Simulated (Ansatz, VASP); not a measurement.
# Two plane-wave programs on TaN

```
Ta N
1.0
     0.00000    2.18741    2.18741
     2.18741    0.00000    2.18741
     2.18741    2.18741    0.00000
Ta N
1 1
Direct
  0.00000 0.00000 0.00000
  0.50000 0.50000 0.50000
```

Alike in both runs: functional PBEsol; k mesh 16 × 16 × 16; occupations gaussian, width 0.1 eV; no spin polarisation.

Ansatz relaxed the structure, and its values are those at the end. VASP's run is a single point on that final structure, the one shown.

```csv
,VASP,Ansatz
version,VASP 6.6.1,Ansatz 0.2.0
potentials or method,"VASP PAW PBE potentials, release 64 (Ta_pv, N), cutoff 600 eV","scalar-relativistic, plane waves, PAW"
valence electrons in the cell,16,18
```

Ansatz gave:

- gap on the k mesh at the Fermi level (eV): none
- pressure (GPa): 0.0

What did VASP give for the same quantities?

gap on the k mesh at the Fermi level (eV): none; pressure (GPa): 1.1.

VASP's potentials were made for PBE, not for PBEsol, and Ansatz warns of the same on its side. A gap of «none» marks a metal or a gap that the smearing closes. VASP's potentials hold 16 valence electrons a cell and Ansatz's 18, so a difference there can come from the potentials and not from the codes.

Neither program's run includes spin-orbit coupling.
